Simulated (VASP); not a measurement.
# Lu (Fm-3m) in VASP: a series of runs

The runs below take Lu through single point, with PBEsol+D3(BJ).

Program: VASP 6.6.1. These are calculated values, not measurements. Logs are shortened: lines on timing, memory, paths and dates and some standing lists are left out, and cuts for length are marked.

## Step 1: The cell of the first run

Symmetry: Fm-3m, No. 225, cubic system. Conventional cell: a = 4.900 Å, b = 4.900 Å, c = 4.900 Å, α = 90.00°, β = 90.00°, γ = 90.00°. Within 4.6 Å of Lu (site symmetry m-3m) lie 12 Lu at 3.46 Å.

This isn't the form of Lu at room conditions, which is hcp.

## Step 2: Single point, PBEsol+D3(BJ)

The input, INCAR:

```
SYSTEM = Lu
ALGO = Normal ; EDIFF = 1E-6
ENCUT = 600 ; GGA = PS
GGA_COMPAT = .False. ; ISIF = 2
ISMEAR = -1 ; IVDW = 12
LASPH = .True. ; LCHARG = .False.
LREAL = .False. ; LWAVE = .False.
NBANDS = 18 ; NELM = 120
PREC = Accurate ; SIGMA = 0.05
```

The input, KPOINTS:

```
k-points
0
Gamma
  6 6 6
  0 0 0
```

The input, POSCAR:

```
Lu
1.0
    0.0000000000      2.4500000000      2.4500000000
    2.4500000000      0.0000000000      2.4500000000
    2.4500000000      2.4500000000      0.0000000000
Lu
1
Direct
    0.0000000000      0.0000000000      0.0000000000
```

Potentials or basis: VASP PAW PBE potentials, release 64 (Lu).

The run is started by

```sh
$ cat potpaw_PBE.64/Lu/POTCAR > POTCAR
$ mpirun -np 1 vasp_std > vasp.out
```

OUTCAR:

```text
SYSTEM = Lu
   EDIFF = 1E-6
   ENCUT = 600
   GGA = PS
   ISIF = 2
   ISMEAR = -1
   IVDW = 12
   LASPH = .True.
   LREAL = .False.
   NELM = 120
   PREC = Accurate
 IVDW          = 12

 ion  position               nearest neighbor table
   1  0.000  0.000  0.000-

  LATTYP: Found a face centered cubic cell.
 ALAT       =     4.9000000000

  Lattice vectors:

 A1 = (   0.0000000000,   2.4500000000,   2.4500000000)
 A2 = (   2.4500000000,   0.0000000000,   2.4500000000)
 A3 = (   2.4500000000,   2.4500000000,   0.0000000000)

Analysis of symmetry for initial positions (statically):
=====================================================================
 Subroutine PRICEL returns:
 Original cell was already a primitive cell.

 Routine SETGRP: Setting up the symmetry group for a
 face centered cubic supercell.

 Subroutine GETGRP returns: Found 48 space group operations
 (whereof 48 operations were pure point group operations)
 out of a pool of 48 trial point group operations.

The static configuration has the point symmetry O_h .

Analysis of symmetry for dynamics (positions and initial velocities):
=====================================================================
 Subroutine PRICEL returns:
 Original cell was already a primitive cell.

 Routine SETGRP: Setting up the symmetry group for a
 face centered cubic supercell.

 Subroutine GETGRP returns: Found 48 space group operations
 (whereof 48 operations were pure point group operations)
 out of a pool of 48 trial point group operations.

The dynamic configuration has the point symmetry O_h .

 Subroutine INISYM returns: Found 48 space group operations
 (whereof 48 operations are pure point group operations),
 and found     1 'primitive' translations

----------------------------------------------------------------------------------------

                                     Primitive cell

  volume of cell :      29.4123

  direct lattice vectors                    reciprocal lattice vectors
     0.000000000  2.450000000  2.450000000    -0.204081633  0.204081633  0.204081633
     2.450000000  0.000000000  2.450000000     0.204081633 -0.204081633  0.204081633
     2.450000000  2.450000000  0.000000000     0.204081633  0.204081633 -0.204081633

  length of vectors
     3.464823228  3.464823228  3.464823228     0.353479757  0.353479757  0.353479757

  position of ions in fractional coordinates (direct lattice)
     0.000000000  0.000000000  0.000000000

  ion indices of the primitive-cell ions
   primitive index   ion index
                 1           1

----------------------------------------------------------------------------------------

 KPOINTS: k-points

Automatic generation of k-mesh.
 Grid dimensions read from file:
 generate k-points for:    6    6    6

 Generating k-lattice:

  Cartesian coordinates                     Fractional coordinates (reciprocal lattice)
    -0.034013605  0.034013605  0.034013605     0.166666667  0.000000000  0.000000000
     0.034013605 -0.034013605  0.034013605     0.000000000  0.166666667  0.000000000
     0.034013605  0.034013605 -0.034013605     0.000000000  0.000000000  0.166666667

  Length of vectors
     0.058913293  0.058913293  0.058913293

  Shift w.r.t. Gamma in fractional coordinates (k-lattice)
     0.000000000  0.000000000  0.000000000

 Subroutine IBZKPT returns following result:
 ===========================================

 Found     16 irreducible k-points:

 Following reciprocal coordinates:
            Coordinates               Weight
  0.000000  0.000000  0.000000      1.000000
  0.166667  0.000000  0.000000      8.000000
  0.333333  0.000000  0.000000      8.000000
  0.500000  0.000000  0.000000      4.000000
  0.166667  0.166667  0.000000      6.000000
  0.333333  0.166667  0.000000     24.000000
[... 8 lines left out ...]
 -0.333333  0.333333  0.166667     24.000000
 -0.333333  0.500000  0.166667     12.000000
   k-points           NKPTS =     16   k-points in BZ     NKDIM =     16   number of bands    NBANDS=     18
   number of dos      NEDOS =    301   number of ions     NIONS =      1
   total plane-waves  NPLWV =  21952
   dimension x,y,z NGX =    28 NGY =   28 NGZ =   28
   dimension x,y,z NGXF=    56 NGYF=   56 NGZF=   56
   ions per type =               1
   NGX,Y,Z   is equivalent  to a cutoff of  13.43, 13.43, 13.43 a.u.
   NGXF,Y,Z  is equivalent  to a cutoff of  26.87, 26.87, 26.87 a.u.
 SYSTEM =  Lu
   PREC   = accura    normal or accurate (medium, high low for compatibility)
   ISTART =      0    job   : 0-new  1-cont  2-samecut
   ICHARG =      2    charge: 1-file 2-atom 10-const
   ISPIN  =      1    spin polarized calculation?
   LNONCOLLINEAR =      F non collinear calculations
   LSORBIT =      F    spin-orbit coupling
   LASPH  =      T    aspherical Exc in radial PAW
   ENCUT  =  600.0 eV  44.10 Ry    6.64 a.u.   6.92  6.92  6.92*2*pi/ulx,y,z
   NELM   =    120;   NELMIN=  2; NELMDL= -5     # of ELM steps
   EDIFF  = 0.1E-05   stopping-criterion for ELM
   LREAL  =      F    real-space projection
   EDIFFG = 0.1E-04   stopping-criterion for IOM
   NSW    =      0    number of steps for IOM
   IBRION =     -1    ionic relax: 0-MD 1-quasi-New 2-CG
   NFREE  =      0    steps in history (QN), initial steepest desc. (CG)
   ISIF   =      2    stress and relaxation
   ISYM   =      2    0-nonsym 1-usesym 2-fastsym
   POTIM  = 0.5000    time-step for ionic-motion
   TEBEG  =    0.0;   TEEND  =   0.0 temperature during run
   PSTRESS=    0.0 pullay stress
   NELECT =      25.0000    total number of electrons
   NUPDOWN=      -1.0000    fix difference up-down
   EMIN   =  10.00;   EMAX   =-10.00  energy-range for DOS
   EFERMI =   0.00;   METHOD = LEGACY
   ISMEAR =    -1;   SIGMA  =   0.05  broadening in eV -4-tet -1-fermi 0-gaus
   EFERMI_NEDOS =   21; number of points for ismear=-14 and -15
   IALGO  =     38    algorithm
   IMIX   =      4    mixing-type and parameters
     AMIX     =   0.40;   BMIX     =  1.00
     AMIX_MAG =   1.60;   BMIX_MAG =  1.00
  volume/ion in A,a.u.               =      29.41       198.48
  Fermi-wavevector in a.u.,A,eV,Ry     =   1.550763  2.930517 32.720185  2.404866
  Thomas-Fermi vector in A             =   2.655380
   LORBIT       =      0    0 simple, 1 ext, 2 COOP (PROOUT), +10 PAW based schemes
   GGA     = PS    functional components
   LHFCALC =     F    Hartree Fock is set to
   AEXX    =    0.0000 exact exchange contribution
   IVDW    =    12    specifies the selected vdW correction
   LEPSILON=     F    determine dielectric tensor
   LRPA    =     F    only Hartree local field effects (RPA)
 non-spin polarized calculation
  energy-cutoff  :      600.00
  volume of cell :       29.41
 maximum number of plane-waves:      1002
   NGX = 13   NGY = 13   NGZ = 13

 number of electron      25.0000000 magnetization

 Free energy of the ion-electron system (eV)
  ---------------------------------------------------
  ext. energy  EPLUGINS =         0.00000000
  ---------------------------------------------------
  free energy    TOTEN  =        -4.91556287 eV

  energy without entropy =       -4.90287278  energy(sigma->0) =       -4.90921782

 E-fermi :   2.0936     XC(G=0): -10.7269

 val. band max:        2.0122814774   @ k =   0.5000   0.1667   0.0000
 cond. band min:       2.1418398578   @ k =   0.5000   0.3333   0.1667
 fundamental gap:      0.1295583804
 Fermi energy:         2.0935566374

 k-point     1 :       0.0000    0.0000    0.0000
  band No.  band energies     occupation
      1     -54.1577      2.00000
      2     -24.5794      2.00000
      3     -24.5794      2.00000
      4     -24.5794      2.00000
      5      -3.9625      2.00000
      6      -2.9408      2.00000
[... 10 lines left out ...]
     17       6.6437      0.00000
     18      12.3447      0.00000

 k-point     2 :       0.1667    0.0000    0.0000
  band No.  band energies     occupation
      1     -54.1507      2.00000
      2     -24.7037      2.00000
      3     -24.5958      2.00000
      4     -24.5958      2.00000
      5      -3.2288      2.00000
      6      -2.9274      2.00000
[... 10 lines left out ...]
     17       6.3988      0.00000
     18      13.1442      0.00000

 k-point     3 :       0.3333    0.0000    0.0000
  band No.  band energies     occupation
      1     -54.1367      2.00000
      2     -24.9433      2.00000
      3     -24.6284      2.00000
      4     -24.6284      2.00000
      5      -2.9217      2.00000
      6      -2.8810      2.00000
[... 10 lines left out ...]
     17       7.2812      0.00000
     18      11.1228      0.00000

 k-point     4 :       0.5000    0.0000    0.0000
  band No.  band energies     occupation
      1     -54.1296      2.00000
      2     -25.0589      2.00000
      3     -24.6446      2.00000
      4     -24.6446      2.00000
      5      -2.9270      2.00000
      6      -2.8964      2.00000
[... 10 lines left out ...]
     17       8.3862      0.00000
     18      10.0449      0.00000

 k-point     5 :       0.1667    0.1667    0.0000
  band No.  band energies     occupation
      1     -54.1484      2.00000
      2     -24.7000      2.00000
      3     -24.6234      2.00000
      4     -24.6234      2.00000
      5      -2.9872      2.00000
      6      -2.9208      2.00000
[... 10 lines left out ...]
     17       7.0220      0.00000
     18      14.4693      0.00000

 k-point     6 :       0.3333    0.1667    0.0000
  band No.  band energies     occupation
      1     -54.1367      2.00000
      2     -24.8755      2.00000
      3     -24.6632      2.00000
      4     -24.6614      2.00000
      5      -2.9047      2.00000
      6      -2.8839      2.00000
[... 139 lines left out ...]
 k-point    13 :       0.5000    0.5000    0.0000
  band No.  band energies     occupation
      1     -54.1204      2.00000
      2     -25.0300      2.00000
      3     -24.7535      2.00000
      4     -24.7535      2.00000
      5      -2.8920      2.00000
      6      -2.8798      2.00000
[... 10 lines left out ...]
     17       8.8984      0.00000
     18      10.3390      0.00000

 k-point    14 :       0.5000    0.3333    0.1667
  band No.  band energies     occupation
      1     -54.1274      2.00000
      2     -24.9380      2.00000
      3     -24.7744      2.00000
      4     -24.6864      2.00000
      5      -2.8975      2.00000
      6      -2.8835      2.00000
[... 10 lines left out ...]
     17       8.9373      0.00000
     18      10.8912      0.00000

 k-point    15 :      -0.3333    0.3333    0.1667
  band No.  band energies     occupation
      1     -54.1227      2.00000
      2     -24.9518      2.00000
      3     -24.8324      2.00000
      4     -24.7135      2.00000
      5      -2.9015      2.00000
      6      -2.8907      2.00000
[... 10 lines left out ...]
     17       9.2983      0.00000
     18       9.6801      0.00000

 k-point    16 :      -0.3333    0.5000    0.1667
  band No.  band energies     occupation
      1     -54.1204      2.00000
      2     -24.9622      2.00000
      3     -24.8240      2.00000
      4     -24.7576      2.00000
      5      -2.8891      2.00000
      6      -2.8887      2.00000
[... 10 lines left out ...]
     17       9.6466      0.00000
     18       9.7762      0.00000

------------------------ aborting loop because EDIFF is reached ----------------------------------------

 Edisp (eV)   -0.39224

 E8    (eV) :    -0.2927

  FORCE on cell =-STRESS in cart. coord.  units (eV):
  Direction    XX          YY          ZZ          XY          YZ          ZX
  --------------------------------------------------------------------------------------
  -------------------------------------------------------------------------------------
  Total      -0.92094    -0.92094    -0.92094    -0.00000     0.00000     0.00000
  in kB     -50.16629   -50.16629   -50.16629    -0.00000     0.00000     0.00000
  external pressure =      -50.17 kB  Pullay stress =        0.00 kB

 VOLUME and BASIS-vectors are now :
 -----------------------------------------------------------------------------
  energy-cutoff  :      600.00
  volume of cell :       29.41
      direct lattice vectors                 reciprocal lattice vectors
     0.000000000  2.450000000  2.450000000    -0.204081633  0.204081633  0.204081633
     2.450000000  0.000000000  2.450000000     0.204081633 -0.204081633  0.204081633
     2.450000000  2.450000000  0.000000000     0.204081633  0.204081633 -0.204081633

 POSITION                                       TOTAL-FORCE (eV/Angst)
 -----------------------------------------------------------------------------------
      0.00000      0.00000      0.00000         0.000000     -0.000000      0.000000
 -----------------------------------------------------------------------------------
    total drift:                               -0.000000     -0.000000     -0.000000

  FREE ENERGIE OF THE ION-ELECTRON SYSTEM (eV)
  ---------------------------------------------------
  free  energy   TOTEN  =        -5.3078013861 eV

  energy  without entropy=       -5.2951113041  energy(sigma->0) =       -5.30145635
```

Wall time 6.2 s (1 thread of Intel Xeon 6975P-C (Granite Rapids), shared host); peak memory 0.17 GiB.

Results:

| Quantity | Value |
| --- | --- |
| Free energy | -5.3078 eV |
| Pressure | -5.0 GPa |
| Band gap on the k mesh | zero (an odd number of electrons rules out a gap without spin polarisation) |
| Dispersion energy per atom | -0.392 eV |

Caveat: the k points lie up to 0.37 Å⁻¹ apart, too coarse for converged energies and pressures of a metal; three body term missing; the PAW data sets were made with another functional, which shifts forces and pressure a little; spin-orbit coupling is left out, which moves the levels of the heavy elements.

## Step 3: Single point, PBEsol+D3(BJ)

The input, INCAR:

```
PREC = Accurate ; ENCUT = 600
EDIFF = 1E-6 ; ISMEAR = -1
SIGMA = 0.05 ; LREAL = False
LASPH = True ; NELM = 120
ALGO = Normal ; ISIF = 2
LWAVE = False ; LCHARG = False
GGA = PS ; IVDW = 12
NBANDS = 18 ; GGA_COMPAT = False
```

The input, KPOINTS:

```
Automatic mesh
0
Gamma
  6 6 6
```

POSCAR is that of step 2.

Potentials or basis: VASP PAW PBE potentials, release 64 (Lu).

The run is started by

```sh
$ cat potpaw_PBE.64/Lu/POTCAR > POTCAR
$ mpirun -np 1 vasp_std > vasp.out
```

Run time: 6.2 s. Hardware: 1 thread of Intel Xeon 6975P-C (Granite Rapids), shared host; peak memory 0.17 GiB.

The run converged. Its results:

```
Free energy                : -5.3078 eV
Pressure                   : -5.0 GPa
Band gap on the k mesh     : zero (an odd number of electrons rules out a gap without spin polarisation)
Dispersion energy per atom : -0.392 eV
```

Levels at points of the mesh, in eV from the Fermi level:
```
           k point  band 8  band 9  band 10  band 11  band 12  band 13  band 14  band 15  band 16  band 17
(0.00, 0.00, 0.00)   -4.98   -4.98    -4.91    -4.91    -4.91     2.20     2.20     2.20     4.55     4.55
(0.50, 0.00, 0.00)   -4.95   -4.93    -4.93    -4.91    -2.59     0.31     2.00     2.00     6.29     6.29
(0.50, 0.50, 0.00)   -4.96   -4.94    -4.94    -4.93    -2.00    -0.81     1.87     6.31     6.80     6.80
```

Caveat: the k points lie up to 0.37 Å⁻¹ apart, too coarse for converged energies and pressures of a metal; three body term missing; the PAW data sets were made with another functional, which shifts forces and pressure a little; spin-orbit coupling is left out, which moves the levels of the heavy elements.
